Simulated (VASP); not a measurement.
Wanted: the native input for a VASP 6.6.1 run.

| Property | Result |
| --- | --- |
| Task | single point |
| Functional | r2SCAN |
| Potentials or basis | VASP PAW PBE potentials, release 64 (Hf_pv, O) |
| Cutoff | 520 eV |
| k mesh | 8 × 8 × 8 |
| Occupations | gaussian, width 0.05 eV |
| Spin | no spin polarisation |
| Dipole correction | no |
| Further INCAR settings | ALGO = Normal; EDIFF = 1e-07; NBANDS = 18 |

Crystal: HfO2.

```xyz
3
Lattice="0.0000 2.2533 3.1862 2.2533 0.0000 3.1862 2.2533 2.2533 0.0000" Properties=species:S:1:pos:R:3 pbc="T T T"
Hf    0.0000    0.0000    0.0000
O     1.1267    1.1267    1.5931
O     3.3800    3.3800    4.7793
```

This cell differs from its parent crystal: ratio of the length along z to the lengths across it x 1.414, volume and fractional coordinates fixed.

One way to write it, as run:

POSCAR

```
HfO2
1.0
    0.0000000000      2.2533397129      3.1862223540
    2.2533397129      0.0000000000      3.1862223540
    2.2533397129      2.2533397129      0.0000000000
Hf O
1 2
Direct
    0.0000000000      0.0000000000      0.0000000000
    0.2500000000      0.2500000000      0.2500000000
    0.7500000000      0.7500000000      0.7500000000
```

INCAR.step1

```
SYSTEM = HfO2
  PREC = Accurate
  ENCUT = 520
  ISMEAR = 0
  SIGMA = 0.05
  LREAL = .FALSE.
  LASPH = .TRUE.
  NELM = 100
  NBANDS = 18
  GGA = PE
  ALGO = Normal
  EDIFF = 1E-4
  LWAVE = .TRUE.
  LCHARG = .FALSE.
```

INCAR.step2

```
SYSTEM = HfO2
  PREC = Accurate
  ENCUT = 520
  EDIFF = 1E-7
  ISMEAR = 0
  SIGMA = 0.05
  LREAL = .FALSE.
  LASPH = .TRUE.
  NELM = 100
  ALGO = Normal
  ISIF = 2
  LWAVE = .FALSE.
  LCHARG = .FALSE.
  METAGGA = R2SCAN
  LMIXTAU = .TRUE.
  NBANDS = 18
  ISTART = 1
```

KPOINTS

```
regular mesh
0
G
  8 8 8
  0 0 0
```

Potentials or basis: VASP PAW PBE potentials, release 64 (Hf_pv, O).

Launch:

```bash
$ cat potpaw_PBE.64/Hf_pv/POTCAR potpaw_PBE.64/O/POTCAR > POTCAR
$ cp INCAR.step1 INCAR
$ mpirun -np 1 vasp_std > vasp.out
$ cp INCAR.step2 INCAR
$ mpirun -np 1 vasp_std > vasp.out
```

It gave:

```yaml
Pressure: 0.6 GPa
Band_gap_on_the_k_mesh: zero (band 11 reaches 6.27 eV, above the bottom of band 12 at 5.28 eV)
```

Caveat: the PAW data sets were made with another functional, which shifts forces and pressure a little; spin-orbit coupling is left out, which moves the levels of the heavy elements.

It took 3.1 min on 1 thread of Intel(R) Xeon(R) Platinum 8488C (Sapphire Rapids), with other jobs on the host, peak memory 0.18 GiB.
